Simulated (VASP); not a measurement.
Write the native input for VASP 6.6.1 that does the following.

```yaml
Task: single point
Functional: PBEsol
Potentials_or_basis: VASP PAW PBE potentials, release 64 (Ta_pv, N)
Cutoff: 520 eV
k_mesh: 24 × 24 × 18
Occupations: gaussian, width 0.1 eV
Spin: no spin polarisation
Dipole_correction: no
Further_INCAR_settings: ALGO = Normal; EDIFF = 1e-07; NBANDS = 15
```

The structure of TaN lies in POSCAR:

```
TaN
1.0
    3.0117087161      0.0000000000      0.0000000000
   -1.5058543580      2.6082162569      0.0000000000
    0.0000000000      0.0000000000      2.8190545451
Ta N
1 1
Direct
    0.3333333333      0.6666666667      0.5000000000
    0.0000000000      0.0000000000      0.0000000000
```

This cell differs from its parent crystal: biaxial strain in the a-b plane: +3.0 %.

One way to write it, as run:

INCAR

```
  PREC = Accurate
  ENCUT = 520
  EDIFF = 1E-7
  ISMEAR = 0
  SIGMA = 0.1
  LREAL = False
  LASPH = True
  NELM = 60
  ALGO = Normal
  ISIF = 2
  LWAVE = False
  LCHARG = True
  GGA = PS
  LELF = True
  LVHAR = True
  NBANDS = 15
```

KPOINTS

```
regular mesh
0
Gamma
  24 24 18
```

Potentials or basis: VASP PAW PBE potentials, release 64 (Ta_pv, N).

Launch:

```console
$ cat potpaw_PBE.64/Ta_pv/POTCAR potpaw_PBE.64/N/POTCAR > POTCAR
$ mpirun -np 1 vasp_std > vasp.out
```

It gave:

```yaml
Pressure: -11.2 GPa
Band_gap_on_the_k_mesh: zero (bands 8 and 9 overlap by 0.50 eV)
```

Caveat: the cell differs from its parent crystal (biaxial strain in the a-b plane: +3.0 %); the cell stands under tension; the PAW data sets were made with another functional, which shifts forces and pressure a little; spin-orbit coupling is left out, which moves the levels of the heavy elements.

Run time: 110 s on 1 thread of AMD EPYC 9R45 96-Core Processor (Zen 5) (shared host), peak memory 0.28 GiB.
